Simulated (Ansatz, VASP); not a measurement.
## GaSb3 in VASP and in Ansatz

```
CELL_PARAMETERS angstrom
0.00000 3.71774 3.71774
3.71774 0.00000 3.71774
3.71774 3.71774 0.00000
ATOMIC_POSITIONS crystal
Ga 0.00000 0.00000 0.00000
Sb 0.25000 0.25000 0.25000
Sb 0.75000 0.75000 0.75000
Sb 0.50000 0.50000 0.50000
```

Alike in both runs: functional PBE; k mesh 12 × 12 × 12; occupations gaussian, width 0.1 eV; no spin polarisation.

Ansatz relaxed the structure, and its values are those at the end. VASP's run is a single point on that final structure, the one shown.

```csv
,VASP,Ansatz
version,VASP 6.6.1,Ansatz 0.2.0
potentials or method,"VASP PAW PBE potentials, release 64 (Ga_d, Sb), cutoff 520 eV","scalar-relativistic, plane waves, PAW"
valence electrons in the cell,28,58
```

```csv
,VASP,Ansatz,Ansatz less VASP
gap on the k mesh at the Fermi level (eV),none,none,-
pressure (GPa),-0.1,0.0,+0.10
```

A gap of «none» marks a metal or a gap that the smearing closes. VASP's potentials hold 28 valence electrons a cell and Ansatz's 58, so a difference there can come from the potentials and not from the codes.

Neither program's run includes spin-orbit coupling.
